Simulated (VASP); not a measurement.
# HC10 in VASP: single point with PBE+D3(BJ)

Aim: the single point of HC10 with PBE+D3(BJ).

All numbers are computed with VASP 6.6.1; they aren't measurements. Logs are shortened: lines on timing, memory, paths and dates and some standing lists are left out, and cuts for length are marked.

## 1. The cell of the first run

The cell holds a slab with vacuum, 11 atoms: a = 2.466 Å, b = 2.465 Å, c = 32.598 Å, α = 90.00°, β = 90.00°, γ = 120.01°.

## 2. Single point, PBE+D3(BJ)

File INCAR:

```
SYSTEM = HC10
ALGO = Normal
DIPOL = 0.5 0.5 0.490
EDIFF = 1E-6
ENCUT = 520
GGA = PE
IDIPOL = 3
ISIF = 2
ISMEAR = 0
IVDW = 12
LASPH = .TRUE.
LCHARG = .FALSE.
LDIPOL = .TRUE.
LREAL = .FALSE.
LWAVE = .FALSE.
NBANDS = 32
NELM = 100
PREC = Accurate
SIGMA = 0.1
```

File KPOINTS:

```
k-points
0
G
  12 12 1
  0 0 0
```

File POSCAR:

```
HC10
1.0
    2.4655379968      0.0000000000      0.0000000000
   -1.2327689984      2.1341461181      0.0000000000
    0.0000000000      0.0000000000     32.5979680033
C H
10 1
Direct
    0.0833101796      0.1666203592      0.2607524494
    0.4166898204      0.8333796408      0.2607524494
    0.5833101796      0.1666203592      0.3650391026
    0.9166898204      0.8333796408      0.3650391026
    0.1029167415      0.2058334830      0.4703806978
    0.4362870274      0.8725740547      0.4704117147
    0.4728140294     -0.0543719411      0.5742674615
    0.8062002580      0.6124005161      0.5743975184
    0.1426107588      0.2852215176      0.6643861557
    0.4759800711      0.9519601421      0.6725875252
    0.4760012415      0.9520024829      0.7086192120
```

Potentials or basis: VASP PAW PBE potentials, release 64 (C, H).

Launch:

```bash
> cat potpaw_PBE.64/C/POTCAR potpaw_PBE.64/H/POTCAR > POTCAR
> mpirun -np 1 vasp_std > vasp.out
```

OUTCAR:

```text
SYSTEM = HC10
   EDIFF = 1E-6
   ENCUT = 520
   GGA = PE
   ISIF = 2
   ISMEAR = 0
   IVDW = 12
   LASPH = .TRUE.
   LREAL = .FALSE.
   NELM = 100
   PREC = Accurate
 IVDW          = 12

 ion  position               nearest neighbor table
   1  0.083  0.167  0.261-   2 1.42   2 1.42   2 1.42
   2  0.417  0.833  0.261-   1 1.42   1 1.42   1 1.42
   3  0.583  0.167  0.365-   4 1.42   4 1.42   4 1.42
   4  0.917  0.833  0.365-   3 1.42   3 1.42   3 1.42
   5  0.103  0.206  0.470-   6 1.42   6 1.42   6 1.42
   6  0.436  0.873  0.470-   5 1.42   5 1.42   5 1.42
   7  0.473  0.946  0.574-   8 1.42   8 1.42   8 1.42
   8  0.806  0.612  0.574-   7 1.42   7 1.42   7 1.42
   9  0.143  0.285  0.664-  10 1.45  10 1.45  10 1.45
  10  0.476  0.952  0.673-  11 1.17   9 1.45   9 1.45   9 1.45
  11  0.476  0.952  0.709-  10 1.17

  Warning from LATTYP: Monoclinic adjustment (A1->A3, A2->A1, A3->A2)!
  LATTYP: Found a base centered orthorhombic cell.
 ALAT       =     2.4655379968
 B/A-ratio  =     1.7311808789
 C/A-ratio  =    13.2214421540

  Lattice vectors:

 A1 = (   1.2327689984,  -2.1341461181,   0.0000000000)
 A2 = (   1.2327689984,   2.1341461181,   0.0000000000)
 A3 = (   0.0000000000,   0.0000000000,  32.5979680033)

Analysis of symmetry for initial positions (statically):
=====================================================================
 Subroutine PRICEL returns:
 Original cell was already a primitive cell.

 Routine SETGRP: Setting up the symmetry group for a
 base centered orthorhombic supercell.

 Subroutine GETGRP returns: Found  2 space group operations
 (whereof  2 operations were pure point group operations)
 out of a pool of  8 trial point group operations.

The static configuration has the point symmetry C_1h.

Analysis of symmetry for dynamics (positions and initial velocities):
=====================================================================
 Subroutine PRICEL returns:
 Original cell was already a primitive cell.

 Routine SETGRP: Setting up the symmetry group for a
 base centered orthorhombic supercell.

 Subroutine GETGRP returns: Found  2 space group operations
 (whereof  2 operations were pure point group operations)
 out of a pool of  8 trial point group operations.

The dynamic configuration has the point symmetry C_1h.

 Subroutine INISYM returns: Found  2 space group operations
 (whereof  2 operations are pure point group operations),
 and found     1 'primitive' translations

[... 131 lines left out ...]
     AMIX     =   0.40;   BMIX     =  1.00
     AMIX_MAG =   1.60;   BMIX_MAG =  1.00
  volume/ion in A,a.u.               =      15.59       105.23
  Fermi-wavevector in a.u.,A,eV,Ry     =   1.016001  1.919963 14.044714  1.032257
  Thomas-Fermi vector in A             =   2.149319
   LORBIT       =      0    0 simple, 1 ext, 2 COOP (PROOUT), +10 PAW based schemes
   GGA     = PE    functional components
   LHFCALC =     F    Hartree Fock is set to
   AEXX    =    0.0000 exact exchange contribution
   IVDW    =    12    specifies the selected vdW correction
   LEPSILON=     F    determine dielectric tensor
   LRPA    =     F    only Hartree local field effects (RPA)
 non-spin polarized calculation
 Gauss-broadening in eV      SIGMA  =   0.10
  energy-cutoff  :      520.00
  volume of cell :      171.52
 maximum number of plane-waves:      4686
   NGX =  9   NGY =  9   NGZ =121

 dipolmoment           0.000000      0.000000      0.005245 electrons x Angstroem

 number of electron      40.9999994 magnetization

 dipolmoment           0.000000      0.000000     -0.008872 electrons x Angstroem

 Free energy of the ion-electron system (eV)
  ---------------------------------------------------
  ext. energy  EPLUGINS =         0.00000000
  ---------------------------------------------------
  free energy    TOTEN  =       -93.60706253 eV

  energy without entropy =      -93.60259813  energy(sigma->0) =      -93.60483033

 E-fermi :   0.5688     XC(G=0):  -5.8041

 val. band max:        0.5607031674   @ k =   0.3333   0.3333   0.0000
 cond. band min:       0.6213076848   @ k =   0.3333   0.3333   0.0000
 fundamental gap:      0.0606045175
 Fermi energy:         0.5688405801

 k-point     1 :       0.0000    0.0000    0.0000
  band No.  band energies     occupation
      1     -19.6837      2.00000
      2     -19.0316      2.00000
      3     -18.9559      2.00000
      4     -18.8683      2.00000
      5     -18.7975      2.00000
      6      -9.8771      2.00000
[... 829 lines left out ...]
     31      10.5822      0.00000
     32      10.7255      0.00000

 [... further k-points ...]

------------------------ aborting loop because EDIFF is reached ----------------------------------------

 vacuum level on the upper side and lower side of the slab       (xc-potential included)        -0.177         0.109

 Edisp (eV)   -1.47674

 E8    (eV) :    -0.4234

  FORCE on cell =-STRESS in cart. coord.  units (eV):
  Direction    XX          YY          ZZ          XY          YZ          ZX
  --------------------------------------------------------------------------------------
  -------------------------------------------------------------------------------------
  Total       3.08895     3.21364    -0.12633     0.00000    -0.01534     0.00000
  in kB      28.85326    30.01801    -1.18004     0.00000    -0.14326     0.00000
  external pressure =       19.23 kB  Pullay stress =        0.00 kB

 VOLUME and BASIS-vectors are now :
 -----------------------------------------------------------------------------
  energy-cutoff  :      520.00
  volume of cell :      171.52
      direct lattice vectors                 reciprocal lattice vectors
     2.465537997  0.000000000  0.000000000     0.405590991  0.234285739  0.000000000
    -1.232768998  2.134146118  0.000000000     0.000000000  0.468571478  0.000000000
     0.000000000  0.000000000 32.597968003     0.000000000  0.000000000  0.030676759

 POSITION                                       TOTAL-FORCE (eV/Angst)
 -----------------------------------------------------------------------------------
     -0.00000      0.35559      8.50000        -0.000000      0.000194      0.000407
      0.00000      1.77855      8.50000        -0.000000      0.000533      0.001451
      1.23277      0.35559     11.89953        -0.000000      0.000525      0.003436
      1.23277      1.77855     11.89953        -0.000000     -0.001400      0.005765
      0.00000      0.43928     15.33345        -0.000000     -0.001452      0.004522
      0.00000      1.86220     15.33447         0.000000      0.003929     -0.004563
     -0.00000      2.01811     18.71995        -0.000000     -0.004144      0.012333
      1.23277      1.30695     18.72419        -0.000000      0.002551     -0.027651
     -0.00000      0.60870     21.65764        -0.000000     -0.000162     -0.011779
      0.00000      2.03162     21.92499        -0.000000     -0.000591      0.000260
      0.00000      2.03171     23.09955        -0.000000      0.000017      0.015820
 -----------------------------------------------------------------------------------
    total drift:                                0.000002      0.000453     -0.000410

  FREE ENERGIE OF THE ION-ELECTRON SYSTEM (eV)
  ---------------------------------------------------
  free  energy   TOTEN  =       -95.0838028549 eV

  energy  without entropy=      -95.0793384579  energy(sigma->0) =      -95.08157066

 vacuum level on the upper side and lower side of the slab         4.525         4.833
```

OSZICAR:

```text
N       E                     dE             d eps       ncg     rms          rms(c)
DAV:   1     0.244709671341E+03    0.24471E+03   -0.18574E+04  2760   0.108E+03
DAV:   2    -0.748763754938E+02   -0.31959E+03   -0.30631E+03  3712   0.258E+02
DAV:   3    -0.994320994570E+02   -0.24556E+02   -0.24258E+02  3408   0.734E+01
[... 25 lines left out ...]
DAV:  29    -0.936070561542E+02   -0.17002E-04   -0.37834E-06  3104   0.101E-02    0.424E-03
DAV:  30    -0.936070603066E+02   -0.41524E-05   -0.98770E-07  2792   0.564E-03    0.399E-03
DAV:  31    -0.936070605795E+02   -0.27291E-06   -0.33583E-05  2784   0.284E-02    0.289E-03
DAV:  32    -0.936070617850E+02   -0.12055E-05   -0.12676E-06  2568   0.631E-03    0.224E-03
DAV:  33    -0.936070625275E+02   -0.74245E-06   -0.88702E-07  2424   0.552E-03
   1 F= -.95083803E+02 E0= -.95081571E+02  d E =-.446440E-02
```

stdout:

```text
POSCAR found type information on POSCAR C H
 POSCAR found :  2 types and      11 ions
 scaLAPACK will be used
 LDA part: xc-table for (Slater+PW92), standard interpolation
 POSCAR, INCAR and KPOINTS ok, starting setup
 FFT: planning ... GRIDC
 FFT: planning ... GRID_SOFT
 FFT: planning ... GRID
 WAVECAR not read
 entering main loop
```

Wall time 4.8 min (1 thread of AMD EPYC 9R45 (Zen 5), shared host); peak memory 0.33 GiB.

Results:

| Item | Value |
| --- | --- |
| Free energy | -95.0838 eV |
| Largest force | 0.028 eV/Å |
| Band gap on the k mesh | zero (an odd number of electrons rules out a gap without spin polarisation) |
| Dispersion energy per atom | -0.134 eV |

Forces in eV/Å, atoms in the order of the input:
```
C    0.000  0.000  0.000
C    0.000  0.001  0.001
C    0.000  0.001  0.003
C    0.000 -0.001  0.006
C    0.000 -0.001  0.005
C    0.000  0.004 -0.005
C    0.000 -0.004  0.012
C    0.000  0.003 -0.028
C    0.000  0.000 -0.012
C    0.000 -0.001  0.000
H    0.000  0.000  0.016
```
